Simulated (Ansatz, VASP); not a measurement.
## Two plane-wave programs on Gd

The input INCAR:

```
PREC = Accurate ; ENCUT = 520
EDIFF = 1E-6 ; ISMEAR = -1
SIGMA = 0.025 ; LREAL = False
LASPH = True ; NELM = 150
ALGO = Normal ; ISIF = 2
LWAVE = False ; LCHARG = False
MAGMOM = 0 0 7.3 ; LORBIT = 11
LSORBIT = True ; GGA_COMPAT = False
LORBMOM = True ; LMAXMIX = 6
GGA = PE ; NBANDS = 29
```

File KPOINTS:

```
Automatic mesh
0
Gamma
  10 10 10
```

File POSCAR:

```
Gd
1.0
    0.0000000000      2.5858190855      2.5858190855
    2.5858190855      0.0000000000      2.5858190855
    2.5858190855      2.5858190855      0.0000000000
Gd
1
Direct
    0.0000000000      0.0000000000      0.0000000000
```

Input for Ansatz:

```yaml
crystal:
  lattice:
    - [0.0, 2.5858190855, 2.5858190855]
    - [2.5858190855, 0.0, 2.5858190855]
    - [2.5858190855, 2.5858190855, 0.0]
  atoms:
    - { symbol: Gd, position: [0.0, 0.0, 0.0], spin: 7.3, spin_axis: [0.0, 0.0, 1.0] }
magnetization:
  noncollinear: true
  spin_orbit: true
kpoints:
  mp_grid: { grid: [10, 10, 10] }
scf:
  occupations: { method: fermi_dirac, width: 0.025 }
  convergence: { dr2_threshold: 1.0e-09 }
  max_iter: 120
hamiltonian:
  xc: pbe
  pseudopotentials: { kind: paw_fr }
output:
  eigenvalues: false
  hubbard: { sites: [{ species: Gd, l: f }] }
```

Alike in both runs: task single point; functional PBE; k mesh 10 × 10 × 10; occupations fermi-dirac, width 0.025 eV; non-collinear spin, spin-orbit coupling.

|  | VASP | Ansatz |
| --- | --- | --- |
| version | VASP 6.6.1 | Ansatz 0.2.0 |
| potentials or method | VASP PAW PBE potentials, release 64 (Gd) | PAW with Ansatz's default frozen-core files, fully relativistic files with spin-orbit coupling |
| plane-wave cutoff (eV) | 520 | 420 |
| valence electrons in the cell | 18 | 18 |

```tsv
	VASP	Ansatz	Ansatz less VASP
net moment per atom (μB)	7.47	7.49	+0.021
```

With one functional, cell and mesh, what is left measures potentials, basis and numerics.
